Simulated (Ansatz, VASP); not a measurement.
**One calculation of BeTe, two programs**

```
CELL_PARAMETERS angstrom
0.00000 2.77000 2.77000
2.77000 0.00000 2.77000
2.77000 2.77000 0.00000
ATOMIC_POSITIONS crystal
Te 0.75000 0.75000 0.75000
Be 0.00000 0.00000 0.00000
```

Alike in both runs: functional PBE; k mesh 6 × 6 × 6; occupations fermi-dirac, width 0.05 eV; non-collinear spin, spin-orbit coupling.

```csv
,VASP,Ansatz
version,VASP 6.6.1,Ansatz 0.2.0
potentials or method,"VASP PAW PBE potentials, release 64 (Te, Be), cutoff 520 eV","all-electron LAPW, relativistic spinors"
task,single point,band structure
```

Ansatz gave:

| Item | Value |
| --- | --- |
| pressure (GPa) | 4.3 |
| net moment per atom (μB) | 0.00 |

What did VASP give for the same quantities?

Pressure (GPa): 4.5; net moment per atom (μB): 0.00.

Ansatz ran all-electron here, and VASP with PAW potentials.
